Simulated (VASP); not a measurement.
A run of VASP 6.6.1 is set up as follows.

The input POSCAR:

```
Ga
1.0
   -1.6880552095      1.6880552095      1.6880552095
    1.6880552095     -1.6880552095      1.6880552095
    1.6880552095      1.6880552095     -1.6880552095
Ga
1
Direct
    0.0000000000      0.0000000000      0.0000000000
```

Contents of INCAR.step1:

```
SYSTEM = Ga
PREC = Accurate
ENCUT = 520
ISMEAR = 0
SIGMA = 0.05
LREAL = .False.
LASPH = .True.
NELM = 100
NBANDS = 12
GGA = PE
ALGO = Normal
EDIFF = 1E-4
LWAVE = .True.
LCHARG = .False.
```

File INCAR.step2:

```
SYSTEM = Ga
PREC = Accurate
ENCUT = 520
EDIFF = 1E-6
ISMEAR = 0
SIGMA = 0.05
LREAL = .False.
LASPH = .True.
NELM = 100
ALGO = Normal
ISIF = 2
LWAVE = .False.
LCHARG = .False.
METAGGA = R2SCAN
LMIXTAU = .True.
NBANDS = 12
ISTART = 1
```

The input KPOINTS:

```
Automatic mesh
0
Gamma
  18 18 18
  0 0 0
```

Potentials or basis: VASP PAW PBE potentials, release 64 (Ga_d).

Launch:

```console
$ cat potpaw_PBE.64/Ga_d/POTCAR > POTCAR
$ cp INCAR.step1 INCAR
$ mpirun -np 1 vasp_std > vasp.out
$ cp INCAR.step2 INCAR
$ mpirun -np 1 vasp_std > vasp.out
```

Estimate the pressure.

-2.9 GPa.

Caveat: the PAW data sets were made with another functional, which shifts forces and pressure a little.
